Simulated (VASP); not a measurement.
Set up this calculation in VASP 6.6.1, as the native input.

```yaml
Task: single point
Functional: LDA
Potentials_or_basis: VASP PAW LDA potentials, release 64 (Cu)
Cutoff: 520 eV
k_mesh: 11 × 11 × 11
Occupations: fermi-dirac, width 0.05 eV
Spin: no spin polarisation
Dipole_correction: no
Further_INCAR_settings: ALGO = Normal; EDIFF = 1e-06; NBANDS = 18
```

The structure of Cu lies in POSCAR:

```
Cu
1.0
    1.1996967866     -3.8943975287      0.0000000000
    1.1996967866      3.8943975287      0.0000000000
    0.0000000000      0.0000000000      2.4425784804
Cu
2
Direct
    0.8662158523      0.1337841477      0.7500000000
    0.1337841477      0.8662158523      0.2500000000
```

One way to write it, as run:

INCAR

```
SYSTEM = Cu
ALGO = Normal ; EDIFF = 1E-6
ENCUT = 520 ; ISIF = 2
ISMEAR = -1 ; LASPH = .True.
LCHARG = .True. ; LELF = .True.
LREAL = .False. ; LVHAR = .True.
LWAVE = .False. ; NBANDS = 18
NELM = 80 ; PREC = Accurate
SIGMA = 0.05
```

KPOINTS

```
k-points
0
Gamma
  11 11 11
  0 0 0
```

Potentials or basis: VASP PAW LDA potentials, release 64 (Cu).

Launch:

```sh
$ cat potpaw_LDA.64/Cu/POTCAR > POTCAR
$ mpirun -np 1 vasp_std > vasp.out
```

Results of the run:

```
Pressure               : 1.0 GPa
Largest force          : 0.005 eV/Å
Band gap on the k mesh : zero (bands 11 and 12 overlap by 5.57 eV)
```

It took 2.4 min on 1 thread of AMD EPYC 7R13, on a shared host, peak memory 0.16 GiB.
